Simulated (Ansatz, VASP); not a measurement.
**MoS2: VASP beside Ansatz**

The input INCAR:

```
ALGO = Normal
EDIFF = 1E-6
ENCUT = 520
GGA = PE
ISIF = 2
ISMEAR = 0
IVDW = 12
LASPH = True
LCHARG = False
LREAL = False
LWAVE = False
NBANDS = 35
NELM = 80
PREC = Accurate
SIGMA = 0.05
```

KPOINTS

```
k-points
0
Gamma
  12 12 4
```

The input POSCAR:

```
MoS2
1.0
    3.1493511256      0.0000000000      0.0000000000
   -1.5746755628      2.7274180802      0.0000000000
    0.0000000000      0.0000000000     12.0907538840
Mo S
2 4
Direct
    0.3333333333      0.6666666667      0.2500000000
    0.6666666667      0.3333333333      0.7500000000
    0.2966686208      0.5933372415      0.6204905688
    0.6666666667      0.3333333333      0.1204905688
    0.3333333333      0.6666666667      0.8795094312
    0.6666666667      0.3333333333      0.3795094312
```

Input for Ansatz:

```yaml
crystal:
  lattice:
    - [3.1493511256, 0.0, 0.0]
    - [-1.5746755628, 2.7274180802, 0.0]
    - [0.0, 0.0, 12.090753884]
  atoms:
    - { symbol: Mo, position: [0.3333333333, 0.6666666667, 0.25] }
    - { symbol: Mo, position: [0.6666666667, 0.3333333333, 0.75] }
    - { symbol: S, position: [0.2966686208, 0.5933372415, 0.6204905688] }
    - { symbol: S, position: [0.6666666667, 0.3333333333, 0.1204905688] }
    - { symbol: S, position: [0.3333333333, 0.6666666667, 0.8795094312] }
    - { symbol: S, position: [0.6666666667, 0.3333333333, 0.3795094312] }
basis:
  ecutwfc: 420
kpoints:
  mp_grid: { grid: [12, 12, 4] }
hamiltonian:
  xc: pbe
  dispersion: d3bj
scf:
  occupations: { method: gaussian, width: 0.05 }
output:
  forces: true
  stress: true
  eigenvalues: true
```

Alike in both runs: task single point; functional PBE; dispersion D3(BJ); k mesh 12 × 12 × 4; occupations gaussian, width 0.05 eV; no spin polarisation.

|  | VASP | Ansatz |
| --- | --- | --- |
| version | VASP 6.6.1 | Ansatz 0.2.0 |
| potentials or method | VASP PAW PBE potentials, release 64 (Mo_sv, S), cutoff 520 eV | scalar-relativistic, plane waves, PAW |
| valence electrons in the cell | 52 | 52 |

Ansatz gave:

| Property | Result |
| --- | --- |
| gap on the k mesh at the Fermi level (eV) | 0.75 |
| least direct gap on the mesh (eV) | 1.48 |
| pressure (GPa) | 0.6 |
| traceless stress, the component that is largest in VASP (GPa) | -3.60 |
| rms of the force components (eV/Å) | 0.600 |

Question: Which values does VASP return?

Answer: gap on the k mesh at the Fermi level (eV): 0.77; least direct gap on the mesh (eV): 1.49; pressure (GPa): 0.4; traceless stress, the component that is largest in VASP (GPa): -3.59; rms of the force components (eV/Å): 0.599.

Atom by atom the forces differ by 0.007 eV/Å (rms over components).
